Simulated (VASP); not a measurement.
Set up this calculation in VASP 6.6.1, as the native input.

```
Task                   : single point
Functional             : PBE
Potentials or basis    : VASP PAW PBE potentials, release 64 (Fe_sv)
Cutoff                 : 690 eV
k mesh                 : 12 × 12 × 12
Occupations            : fermi-dirac, width 0.05 eV
Spin                   : collinear spin, ferromagnetic start
Starting moments       : [0.61] μB
Fixed moment           : 0.61 μB
Hubbard terms          : Fe d U = 5.3 eV
Dipole correction      : no
Further INCAR settings : ALGO = Normal; EDIFF = 1e-06; NBANDS = 18
```

The structure of Fe lies in POSCAR:

```
Fe
1.0
   -1.4304000000      1.4304000000      1.4304000000
    1.4304000000     -1.4304000000      1.4304000000
    1.4304000000      1.4304000000     -1.4304000000
Fe
1
Direct
    0.0000000000      0.0000000000      0.0000000000
```

These files were run (other wordings do the same):

INCAR

```
SYSTEM = Fe
PREC = Accurate ; ENCUT = 690
EDIFF = 1E-6 ; ISMEAR = -1
SIGMA = 0.05 ; LREAL = .False.
LASPH = .True. ; NELM = 200
ALGO = Normal ; ISIF = 2
LWAVE = .False. ; LCHARG = .True.
ISPIN = 2 ; MAGMOM = 0.61
LORBIT = 11 ; NUPDOWN = 0.61
LMAXMIX = 4 ; LDAU = .True.
LDAUTYPE = 2 ; LDAUL = 2
LDAUU = 5.3 ; LDAUJ = 0
LDAUPRINT = 1 ; GGA = PE
LELF = .True. ; LVHAR = .True.
NBANDS = 18 ; GGA_COMPAT = .False.
```

KPOINTS

```
Automatic mesh
0
Gamma
  12 12 12
  0 0 0
```

Potentials or basis: VASP PAW PBE potentials, release 64 (Fe_sv).

Run with:

```bash
$ cat potpaw_PBE.64/Fe_sv/POTCAR > POTCAR
$ mpirun -np 1 vasp_std > vasp.out
```

It gave:

The pressure is 8.4 GPa. The net moment is 0.61 μB per cell and the site moments are Fe +0.62 μB. The valence electrons inside the program's atomic spheres are Fe 13.81.

Caveat: the cell stands under pressure; the total moment is fixed, so each spin has its own Fermi level and the state may be an excited one; the U is typed as a test and isn't derived for this compound.

Wall time 38 s on 1 thread of AMD EPYC 9R45 96-Core Processor (Zen 5), on a shared host, peak memory 0.14 GiB.
